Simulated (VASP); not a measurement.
Fe:

```xyz
2
Lattice="0.0000 2.5145 2.5145 2.5145 0.0000 2.5145 2.5145 2.5145 0.0000" Properties=species:S:1:pos:R:3 pbc="T T T"
Fe    0.6286    0.6286    0.6286
Fe    4.4004    4.4004    4.4004
```

This isn't the form of Fe at room conditions, which is bcc.

| Item | Value |
| --- | --- |
| Program | VASP 6.6.1 |
| Task | relaxation of cell and atoms |
| Functional | PBEsol |
| Potentials or basis | VASP PAW PBE potentials, release 64 (Fe_sv) |
| Cutoff | 600 eV |
| k mesh | 11 × 11 × 11 |
| Occupations | fermi-dirac, width 0.1 eV |
| Spin | no spin polarisation |

At the start: pressure -19.6 GPa; volume 15.90 Å³/atom.

How do energy, volume and symmetry change on relaxing?

Over 4 steps the energy falls by 149.4 meV/atom and the volume is 13.77 Å³/atom (-13.4 %); space group Fd-3m (No. 227, to 0.1 Å) before and after.

The path:
```csv
step,energy change (eV),largest force (eV/Å),pressure (GPa),volume (Å³)
1,0.0000,0.0000,-19.58,31.80
2,0.1082,0.0000,38.48,23.67
3,-0.2985,0.0000,-0.81,27.64
4,-0.2988,0.0000,-0.11,27.54
```

Final structure:
```
Fe
1.0
     0.00000    2.39692    2.39692
     2.39692    0.00000    2.39692
     2.39692    2.39692    0.00000
Fe
2
Direct
  0.12500 0.12500 0.12500
  0.87500 0.87500 0.87500
```

Caveat: the PAW data sets were made with another functional, which shifts forces and pressure a little; the run has no spin polarisation, though such a crystal can be magnetic.
